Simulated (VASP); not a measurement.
A run of VASP 6.6.1 is set up as follows.

The input INCAR:

```
PREC     = Accurate       # precision mode
ENCUT    = 520            # plane-wave cutoff, eV
EDIFF    = 1E-6           # SCF threshold, eV
ISMEAR   = -1             # smearing method
SIGMA    = 0.05           # smearing width, eV
LREAL    = False          # projectors in reciprocal space
LASPH    = True           # aspherical terms in the spheres
NELM     = 80             # most SCF steps
ALGO     = Normal         # electronic algorithm
ISIF     = 2              # what is computed and relaxed
LWAVE    = False          # write WAVECAR
LCHARG   = True           # write CHGCAR
GGA      = PE             # functional
LELF     = True           # ELF
LVHAR    = True         
NBANDS   = 8              # bands
```

File KPOINTS:

```
Automatic mesh
0
Gamma
  21 21 21
```

Contents of POSCAR:

```
Si
1.0
    0.0000000000      1.5383715121      1.5383715121
    1.5383715121      0.0000000000      1.5383715121
    1.5383715121      1.5383715121      0.0000000000
Si
1
Direct
    0.0000000000      0.0000000000      0.0000000000
```

Potentials or basis: VASP PAW PBE potentials, release 64 (Si).

The run is started by

```sh
$ cat potpaw_PBE.64/Si/POTCAR > POTCAR
$ mpirun -np 1 vasp_std > vasp.out
```

Q: What does it give for the band gap on the k mesh?

A: Zero (band 2 reaches 37.08 eV, above the bottom of band 3 at 17.64 eV).

Q: What does it give for the pressure?

A: 260.8 GPa.

Caveat: the cell differs from its parent crystal (volume scaled by 0.502, to set the pressure).
